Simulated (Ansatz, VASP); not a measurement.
Two plane-wave programs on Ca

```
CELL_PARAMETERS angstrom
0.00000 2.57066 2.90597
2.57066 0.00000 2.90597
2.57066 2.57066 0.00000
ATOMIC_POSITIONS crystal
Ca 0.00000 0.00000 0.00000
```

Change from the starting cell: strain -0.080 along x and y, +0.040 along z, atoms carried along.

Alike in both runs: task single point; functional PBEsol; k mesh 14 × 14 × 14; occupations gaussian, width 0.15 eV; no spin polarisation.

|  | VASP | Ansatz |
| --- | --- | --- |
| version | VASP 6.6.1 | Ansatz 0.2.0 |
| potentials or method | VASP PAW PBE potentials, release 64 (Ca_sv), cutoff 520 eV | scalar-relativistic, plane waves, PAW |
| valence electrons in the cell | 10 | 10 |

```tsv
	VASP	Ansatz	Ansatz less VASP
gap on the k mesh at the Fermi level (eV)	none	none	-
pressure (GPa)	1.0	1.0	+0.01
traceless stress, the component that is largest in VASP (GPa)	-1.11	-1.11	-0.001
```

VASP's potentials were made for PBE, not for PBEsol. A gap of «none» marks a metal or a gap that the smearing closes.
